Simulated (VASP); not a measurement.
Crystal: CO2.

```
C O
1.0
     4.78455    0.00000    0.00000
     0.00000    6.31554    0.00000
     0.00000    0.00000    5.67889
C O
4 8
Direct
  0.50000 0.85300 0.75000
  0.00000 0.35300 0.75000
  0.00000 0.64700 0.25000
  0.50000 0.14700 0.25000
  0.70097 0.14633 0.13358
  0.29903 0.14633 0.36642
  0.79903 0.64633 0.13358
  0.20097 0.35367 0.86642
  0.20097 0.64633 0.36642
  0.79903 0.35367 0.63358
  0.70097 0.85367 0.63358
  0.29903 0.85367 0.86642
```

Base run:

* Program: VASP 6.6.1
* Functional: PBE
* Potentials or basis: VASP PAW PBE potentials, release 64 (C, O)
* Cutoff: 520 eV
* k mesh: 5 × 4 × 4, shifted
* Occupations: fermi-dirac, width 0.02 eV
* Spin: no spin polarisation

Its results: band gap on the k mesh 6.97 eV; pressure 4.0 GPa; largest force 0.788 eV/Å.

Q: The run is repeated on the same cell with these changes: k mesh from 5 × 4 × 4, shifted to 5 × 4 × 4, through Γ. What comes out?

A: Band gap on the k mesh 6.66 eV (least direct gap 6.66 eV); pressure 4.0 GPa; largest force 0.788 eV/Å.

Caveats: the cell stands under pressure; this functional lacks dispersion, which holds the molecules together, so the pressure and a relaxed volume are unreliable; a shifted mesh leaves out Γ, where band edges can lie (at least some runs).

A k mesh can miss the band edges.
